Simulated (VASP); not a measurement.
A run of VASP 6.6.1:

INCAR

```
SYSTEM = Yb
PREC = Accurate ; ENCUT = 520
EDIFF = 1E-7 ; ISMEAR = 0
SIGMA = 0.2 ; LREAL = .FALSE.
LASPH = .TRUE. ; NELM = 100
ALGO = Normal ; ISIF = 2
LWAVE = .FALSE. ; LCHARG = .FALSE.
GGA = CA ; NBANDS = 18
```

KPOINTS

```
regular mesh
0
G
  11 11 11
  0 0 0
```

File POSCAR:

```
Yb
1.0
    0.0000000000      2.4569516026      2.4569516026
    2.4569516026      0.0000000000      2.4569516026
    2.4569516026      2.4569516026      0.0000000000
Yb
1
Direct
    0.0000000000      0.0000000000      0.0000000000
```

Potentials or basis: VASP PAW PBE potentials, release 64 (Yb).

Command:

```console
$ cat potpaw_PBE.64/Yb/POTCAR > POTCAR
$ mpirun -np 1 vasp_std > vasp.out
```

Hardware: 1 thread of AMD EPYC 9R45 96-Core Processor (Zen 5) (shared host).

Task: How long does it take, and how much memory?

Result: Wall time 43 s on 1 thread of AMD EPYC 9R45 96-Core Processor (Zen 5) (shared host), peak memory 0.14 GiB. Counts: scf iterations 23, k points 56.
